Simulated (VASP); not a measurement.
Al2BN3, 6 atoms in the cell. It takes space group P4/mmm (No. 123, tetragonal). Conventional cell: a = 2.857 Å, b = 2.857 Å, c = 10.632 Å, α = 90.00°, β = 90.00°, γ = 90.00°. Al (site symmetry 4mm) has 4 B at 2.46 Å and 5 Al at 2.80 to 2.86 Å and 4 N at 2.96 Å within 3.2 Å. Within 3.2 Å of B (site symmetry 4/mmm) lie 8 Al at 2.46 Å and 4 B at 2.86 Å. N (site symmetry 4mm) has 9 N at 2.67 to 3.50 Å and 4 Al at 2.96 Å and 1 B at 3.56 Å within 3.6 Å. N (site symmetry 4/mmm) has 12 N at 2.67 to 2.86 Å within 3.5 Å. The cell was generated, and may not be a known phase.

| Quantity | Value |
| --- | --- |
| Program | VASP 6.6.1 |
| Task | single point |
| Functional | PBE |
| Potentials or basis | VASP PAW PBE potentials, release 64 (Al, B, N) |
| Cutoff | 520 eV |
| k mesh | 6 × 6 × 2 |
| Occupations | gaussian, width 0.1 eV |
| Spin | collinear spin, ferromagnetic start |
| Starting moments | [0.0, 0.0, 0.0, 1.0, 1.0, 1.0] μB |
| Dipole correction | no |
| Further INCAR settings | ALGO = Normal; EDIFF = 1e-06; NBANDS = 25 |

Potentials or basis: VASP PAW PBE potentials, release 64 (Al, B, N).

Launch:

```console
$ cat potpaw_PBE.64/Al/POTCAR potpaw_PBE.64/B/POTCAR potpaw_PBE.64/N/POTCAR > POTCAR
$ mpirun -np 1 vasp_std > vasp.out
```

Hardware: 1 thread of Intel(R) Xeon(R) Platinum 8259CL CPU @ 2.50GHz (Skylake/Cascade Lake), on a shared host.

Question: Estimate the wall time of this run.

Answer: Wall time 4 min on 1 thread of Intel(R) Xeon(R) Platinum 8259CL CPU @ 2.50GHz (Skylake/Cascade Lake) (shared host), peak memory 0.27 GiB. Counts: scf iterations 50, k points 20.
